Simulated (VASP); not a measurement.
# MnSe (P6_3/mmc) in VASP: single point with LDA

Aim: the single point of MnSe with LDA.

Everything below comes from runs of VASP 6.6.1. Logs are shortened: lines on timing, memory, paths and dates and some standing lists are left out, and cuts for length are marked.

### Step 1. The cell of the first run

Symmetry: P6_3/mmc, No. 194, hexagonal system. The conventional cell has a = 3.859 Å, b = 3.859 Å, c = 5.972 Å, α = 90.00°, β = 90.00°, γ = 120.00°. Within 3.5 Å of Mn (site symmetry -3m) lie 6 Se at 2.68 Å and 2 Mn at 2.99 Å. Se (site symmetry -6m2) has 6 Mn at 2.68 Å within 3.5 Å.

### Step 2. Single point, LDA, collinear spin, ferromagnetic start

INCAR

```
SYSTEM = MnSe
PREC = Accurate
ENCUT = 520
EDIFF = 1E-6
ISMEAR = -1
SIGMA = 0.1
LREAL = .FALSE.
LASPH = .TRUE.
NELM = 150
ALGO = Normal
ISIF = 2
LWAVE = .FALSE.
LCHARG = .FALSE.
ISPIN = 2
MAGMOM = 4 4 0 0
LORBIT = 11
LMAXMIX = 4
GGA = CA
NBANDS = 31
```

KPOINTS

```
Automatic mesh
0
G
  9 9 5
  0 0 0
```

POSCAR

```
MnSe
1.0
    3.8593697997      0.0000000000      0.0000000000
   -1.9296848998      3.3423122891      0.0000000000
    0.0000000000      0.0000000000      5.9724110000
Mn Se
2 2
Direct
    0.0000000000      0.0000000000      0.0000000000
    0.0000000000      0.0000000000      0.5000000000
    0.6666666667      0.3333333333      0.2500000000
    0.3333333333      0.6666666667      0.7500000000
```

Potentials or basis: VASP PAW LDA potentials, release 64 (Mn_pv, Se).

Launch:

```bash
$ cat potpaw_LDA.64/Mn_pv/POTCAR potpaw_LDA.64/Se/POTCAR > POTCAR
$ mpirun -np 1 vasp_std > vasp.out
```

OUTCAR:

```text
SYSTEM = MnSe
   PREC = Accurate
   ENCUT = 520
   EDIFF = 1E-6
   ISMEAR = -1
   LREAL = .FALSE.
   LASPH = .TRUE.
   NELM = 150
   ISIF = 2
   ISPIN = 2
   LORBIT = 11
   GGA = CA

 ion  position               nearest neighbor table
   1  0.000  0.000  0.000-   3 2.68   4 2.68   4 2.68   3 2.68   3 2.68   4 2.68   2 2.99   2 2.99

   2  0.000  0.000  0.500-   3 2.68   4 2.68   4 2.68   3 2.68   3 2.68   4 2.68   1 2.99   1 2.99

   3  0.667  0.333  0.250-   1 2.68   2 2.68   1 2.68   2 2.68   1 2.68   2 2.68
   4  0.333  0.667  0.750-   1 2.68   2 2.68   1 2.68   2 2.68   1 2.68   2 2.68

  LATTYP: Found a hexagonal cell.
 ALAT       =     3.8593697997
 C/A-ratio  =     1.5475093888

  Lattice vectors:

 A1 = (   3.8593697997,   0.0000000000,   0.0000000000)
 A2 = (  -1.9296848998,   3.3423122891,   0.0000000000)
 A3 = (   0.0000000000,   0.0000000000,   5.9724110000)

Analysis of symmetry for initial positions (statically):
=====================================================================
 Subroutine PRICEL returns:
 Original cell was already a primitive cell.

 Routine SETGRP: Setting up the symmetry group for a
 hexagonal supercell.

 Subroutine GETGRP returns: Found 24 space group operations
 (whereof 12 operations were pure point group operations)
 out of a pool of 24 trial point group operations.

The static configuration has the point symmetry D_3d.
 The point group associated with its full space group is D_6h.

Analysis of symmetry for dynamics (positions and initial velocities):
=====================================================================
 Subroutine PRICEL returns:
 Original cell was already a primitive cell.

 Routine SETGRP: Setting up the symmetry group for a
 hexagonal supercell.

 Subroutine GETGRP returns: Found 24 space group operations
 (whereof 12 operations were pure point group operations)
 out of a pool of 24 trial point group operations.

The dynamic configuration has the point symmetry D_3d.
 The point group associated with its full space group is D_6h.

Analysis of structural, dynamic, and magnetic symmetry:
=====================================================================
 Subroutine PRICEL returns:
 Original cell was already a primitive cell.

 Routine SETGRP: Setting up the symmetry group for a
 hexagonal supercell.

 Subroutine GETGRP returns: Found 24 space group operations
 (whereof 12 operations were pure point group operations)
 out of a pool of 24 trial point group operations.

The overall configuration has the point symmetry D_3d.
 The point group associated with its full space group is D_6h.

 Subroutine INISYM returns: Found 24 space group operations
 (whereof 12 operations are pure point group operations),
 and found     1 'primitive' translations

----------------------------------------------------------------------------------------

                                     Primitive cell

  volume of cell :      77.0394

  direct lattice vectors                    reciprocal lattice vectors
     3.859369800  0.000000000  0.000000000     0.259109661  0.149597032  0.000000000
    -1.929684900  3.342312289  0.000000000     0.000000000  0.299194065  0.000000000
     0.000000000  0.000000000  5.972411000     0.000000000  0.000000000  0.167436568

  length of vectors
     3.859369800  3.859369800  5.972411000     0.299194065  0.299194065  0.167436568

  position of ions in fractional coordinates (direct lattice)
     0.000000000  0.000000000  0.000000000
     0.000000000  0.000000000  0.500000000
     0.666666667  0.333333333  0.250000000
     0.333333333  0.666666667  0.750000000

  ion indices of the primitive-cell ions
   primitive index   ion index
                 1           1
                 2           2
                 3           3
                 4           4

----------------------------------------------------------------------------------------

 KPOINTS: Automatic mesh

Automatic generation of k-mesh.
 Grid dimensions read from file:
 generate k-points for:    9    9    5

 Generating k-lattice:

  Cartesian coordinates                     Fractional coordinates (reciprocal lattice)
     0.028789962  0.016621892  0.000000000     0.111111111 -0.000000000  0.000000000
     0.000000000  0.033243785  0.000000000     0.000000000  0.111111111  0.000000000
     0.000000000  0.000000000  0.033487314     0.000000000  0.000000000  0.200000000

  Length of vectors
     0.033243785  0.033243785  0.033487314

  Shift w.r.t. Gamma in fractional coordinates (k-lattice)
     0.000000000  0.000000000  0.000000000

 Subroutine IBZKPT returns following result:
 ===========================================

 Found     36 irreducible k-points:

 Following reciprocal coordinates:
            Coordinates               Weight
  0.000000  0.000000  0.000000      1.000000
  0.111111 -0.000000  0.000000      6.000000
  0.222222 -0.000000  0.000000      6.000000
  0.333333 -0.000000  0.000000      6.000000
  0.444444 -0.000000  0.000000      6.000000
  0.111111  0.111111  0.000000      6.000000
[... 16 lines left out ...]
  0.333333  0.222222  0.200000     24.000000
  0.333333  0.333333  0.200000      4.000000
 [... further k-points ...]
   k-points           NKPTS =     36   k-points in BZ     NKDIM =     36   number of bands    NBANDS=     31
   number of dos      NEDOS =    301   number of ions     NIONS =      4
   total plane-waves  NPLWV =  43200
   dimension x,y,z NGX =    30 NGY =   30 NGZ =   48
   dimension x,y,z NGXF=    60 NGYF=   60 NGZF=   96
   ions per type =               2   2
   NGX,Y,Z   is equivalent  to a cutoff of  12.92, 12.92, 13.36 a.u.
   NGXF,Y,Z  is equivalent  to a cutoff of  25.85, 25.85, 26.72 a.u.
 SYSTEM =  MnSe
   PREC   = accura    normal or accurate (medium, high low for compatibility)
   ISTART =      0    job   : 0-new  1-cont  2-samecut
   ICHARG =      2    charge: 1-file 2-atom 10-const
   ISPIN  =      2    spin polarized calculation?
   LNONCOLLINEAR =      F non collinear calculations
   LSORBIT =      F    spin-orbit coupling
   LASPH  =      T    aspherical Exc in radial PAW
   ENCUT  =  520.0 eV  38.22 Ry    6.18 a.u.   7.18  7.18 11.10*2*pi/ulx,y,z
   NELM   =    150;   NELMIN=  2; NELMDL= -5     # of ELM steps
   EDIFF  = 0.1E-05   stopping-criterion for ELM
   LREAL  =      F    real-space projection
   EDIFFG = 0.1E-04   stopping-criterion for IOM
   NSW    =      0    number of steps for IOM
   IBRION =     -1    ionic relax: 0-MD 1-quasi-New 2-CG
   NFREE  =      0    steps in history (QN), initial steepest desc. (CG)
   ISIF   =      2    stress and relaxation
   ISYM   =      2    0-nonsym 1-usesym 2-fastsym
   POTIM  = 0.5000    time-step for ionic-motion
   TEBEG  =    0.0;   TEEND  =   0.0 temperature during run
   PSTRESS=    0.0 pullay stress
   NELECT =      38.0000    total number of electrons
   NUPDOWN=      -1.0000    fix difference up-down
   EMIN   =  10.00;   EMAX   =-10.00  energy-range for DOS
   EFERMI =   0.00;   METHOD = LEGACY
   ISMEAR =    -1;   SIGMA  =   0.10  broadening in eV -4-tet -1-fermi 0-gaus
   EFERMI_NEDOS =   21; number of points for ismear=-14 and -15
   IALGO  =     38    algorithm
   IMIX   =      4    mixing-type and parameters
     AMIX     =   0.40;   BMIX     =  1.00
     AMIX_MAG =   1.60;   BMIX_MAG =  1.00
  volume/ion in A,a.u.               =      19.26       129.97
  Fermi-wavevector in a.u.,A,eV,Ry     =   1.293496  2.444352 22.764331  1.673131
  Thomas-Fermi vector in A             =   2.425138
   LORBIT       =     11    0 simple, 1 ext, 2 COOP (PROOUT), +10 PAW based schemes
   GGA     = CA    functional components
   LHFCALC =     F    Hartree Fock is set to
   AEXX    =    0.0000 exact exchange contribution
   IVDW    =     0    specifies the selected vdW correction
   LEPSILON=     F    determine dielectric tensor
   LRPA    =     F    only Hartree local field effects (RPA)
 spin polarized calculation
  energy-cutoff  :      520.00
  volume of cell :       77.04
 maximum number of plane-waves:      2103
 NGX is ok and might be reduce to    30
   NGX = 15   NGY = 15   NGZ = 23

 number of electron      38.0000031 magnetization       8.1195991

 Free energy of the ion-electron system (eV)
  ---------------------------------------------------
  ext. energy  EPLUGINS =         0.00000000
  ---------------------------------------------------
  free energy    TOTEN  =       -28.53153896 eV

  energy without entropy =      -28.42165940  energy(sigma->0) =      -28.47659918

 E-fermi :   5.8351     XC(G=0): -10.8514

 val. band max:        5.8321555484   @ k =   0.0000   0.0000   0.2000
 cond. band min:       5.8405782668   @ k =   0.1111   0.1111   0.4000
 fundamental gap:      0.0084227184
 Fermi energy:         5.8350945887

 spin component 1

 k-point     1 :       0.0000    0.0000    0.0000
  band No.  band energies     occupation
      1     -43.8641      1.00000
      2     -43.8641      1.00000
      3     -43.8587      1.00000
      4     -43.8587      1.00000
      5     -43.6693      1.00000
      6     -43.6110      1.00000
[... 805 lines left out ...]
     30      13.9001      0.00000
     31      13.9001      0.00000

 [... further k-points ...]

 spin component 2

 k-point     1 :       0.0000    0.0000    0.0000
  band No.  band energies     occupation
      1     -40.1769      1.00000
      2     -40.1769      1.00000
      3     -40.1702      1.00000
      4     -40.1702      1.00000
      5     -40.1209      1.00000
      6     -40.0508      1.00000
[... 805 lines left out ...]
     30      14.3650      0.00000
     31      14.3650      0.00000

 [... further k-points ...]

------------------------ aborting loop because EDIFF is reached ----------------------------------------

  FORCE on cell =-STRESS in cart. coord.  units (eV):
  Direction    XX          YY          ZZ          XY          YZ          ZX
  --------------------------------------------------------------------------------------
  -------------------------------------------------------------------------------------
  Total       -4.4479079     -4.4479079     -5.1618739     -0.0000000      0.0000000      0.0000000
  in kB      -92.5024563    -92.5024563   -107.3506976     -0.0000000      0.0000000      0.0000000
  external PRESSURE =     -97.4518701 kB  Pullay stress =       0.0000000 kB

 VOLUME and BASIS-vectors are now :
 -----------------------------------------------------------------------------
  energy-cutoff  :      520.00
  volume of cell :       77.04
      direct lattice vectors                 reciprocal lattice vectors
     3.859369800  0.000000000  0.000000000     0.259109661  0.149597032  0.000000000
    -1.929684900  3.342312289  0.000000000     0.000000000  0.299194065  0.000000000
     0.000000000  0.000000000  5.972411000     0.000000000  0.000000000  0.167436568

 POSITION                                       TOTAL-FORCE (eV/Angst)
 -----------------------------------------------------------------------------------
      0.00000      0.00000      0.00000         0.000000      0.000000      0.000000
      0.00000      0.00000      2.98621         0.000000      0.000000      0.000000
      1.92968      1.11410      1.49310        -0.000000      0.000000      0.000000
     -0.00000      2.22821      4.47931         0.000000      0.000000     -0.000000
 -----------------------------------------------------------------------------------
    total drift:                                0.000000     -0.000000      0.000000

  FREE ENERGIE OF THE ION-ELECTRON SYSTEM (eV)
  ---------------------------------------------------
  free  energy   TOTEN  =       -28.5315389636 eV

  energy  without entropy=      -28.4216594006  energy(sigma->0) =      -28.47659918

 total charge

# of ion       s       p       d       tot
------------------------------------------
    1        0.233   6.175   5.023  11.431
    2        0.233   6.175   5.023  11.431
    3        1.459   2.337   0.042   3.839
    4        1.459   2.337   0.042   3.839
--------------------------------------------------
tot          3.384  17.025  10.130  30.539

 magnetization (x)

# of ion       s       p       d       tot
------------------------------------------
    1        0.034   0.031   3.671   3.736
    2        0.034   0.031   3.671   3.736
    3        0.025   0.015   0.011   0.051
    4        0.025   0.015   0.011   0.051
--------------------------------------------------
tot          0.117   0.092   7.365   7.574
```

Run time: 2.6 min. Hardware: 1 thread of Intel Xeon Platinum 8375C at 2.90GHz (Ice Lake), shared host; peak memory 0.25 GiB.

What came out:

| Property | Result |
| --- | --- |
| Free energy | -28.5315 eV |
| Pressure | -9.7 GPa |
| Net moment | 8.12 μB per cell |
| Site moments | Mn +3.74; Se +0.05 μB |
| Valence electrons inside the program's atomic spheres | Mn 11.43; Se 3.84 |

Caveat: the cell stands under tension; semilocal functionals often make such compounds metallic where correlation or magnetic order opens a gap, which also shifts bond lengths; only a ferromagnetic start was run, and an antiferromagnetic order may lie lower in energy.
